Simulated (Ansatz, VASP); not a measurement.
**Si: VASP beside Ansatz**

The input INCAR:

```
SYSTEM = Si
ALGO     = Normal         ! electronic algorithm
EDIFF    = 1E-7           ! SCF threshold, eV
EDIFFG   = -0.01          ! ionic threshold
ENCUT    = 600            ! plane-wave cutoff, eV
GGA      = PE             ! functional
IBRION   = 2              ! ionic algorithm
ISIF     = 3              ! what is computed and relaxed
ISMEAR   = 0              ! smearing method
LASPH    = .TRUE.         ! aspherical terms in the spheres
LCHARG   = .FALSE.        ! write CHGCAR
LREAL    = .FALSE.        ! projectors in reciprocal space
LWAVE    = .FALSE.        ! write WAVECAR
NELM     = 60             ! most SCF steps
NSW      = 100            ! ionic steps
PREC     = Accurate       ! precision mode
SIGMA    = 0.02           ! smearing width, eV
```

File KPOINTS:

```
k-points
0
G
  8 8 8
  0 0 0
```

File POSCAR:

```
Si
1.0
    0.0000000000      2.7357363244      2.7357363244
    2.7357363244      0.0000000000      2.7357363244
    2.7357363244      2.7357363244      0.0000000000
Si
2
Direct
    0.0000000000      0.0000000000      0.0000000000
    0.2500000000      0.2500000000      0.2500000000
```

Input for Ansatz:

```yaml
crystal:
  lattice:
    - [0.0, 2.7357363244, 2.7357363244]
    - [2.7357363244, 0.0, 2.7357363244]
    - [2.7357363244, 2.7357363244, 0.0]
  atoms:
    - { symbol: Si, position: [0.0, 0.0, 0.0] }
    - { symbol: Si, position: [0.25, 0.25, 0.25] }
basis:
  ecutwfc: 420
kpoints:
  mp_grid: { grid: [8, 8, 8] }
hamiltonian:
  xc: pbe
scf:
  occupations: { method: gaussian, width: 0.02 }
output:
  forces: true
  stress: true
  eigenvalues: true
relax:
  adjacent_minimum: "off"
  f_tol: 0.01
  max_steps: 80
  cell: { stress_tol: 0.05 }
```

Alike in both runs: task relaxation of cell and atoms; functional PBE; k mesh 8 × 8 × 8; occupations gaussian, width 0.02 eV; no spin polarisation.

|  | VASP | Ansatz |
| --- | --- | --- |
| version | VASP 6.6.1 | Ansatz 0.2.0 |
| potentials or method | VASP PAW PBE potentials, release 64 (Si), cutoff 600 eV | scalar-relativistic, plane waves, PAW |
| valence electrons in the cell | 8 | 8 |

```tsv
	VASP	Ansatz	Ansatz less VASP
gap on the k mesh at the Fermi level, each at its own relaxed structure (eV)	0.65	0.65	-0.001
relaxed volume (Å³/atom)	20.44	20.47	+0.021
relaxed cell length with the largest relative difference (Å)	3.867	3.868	+0.0013
```
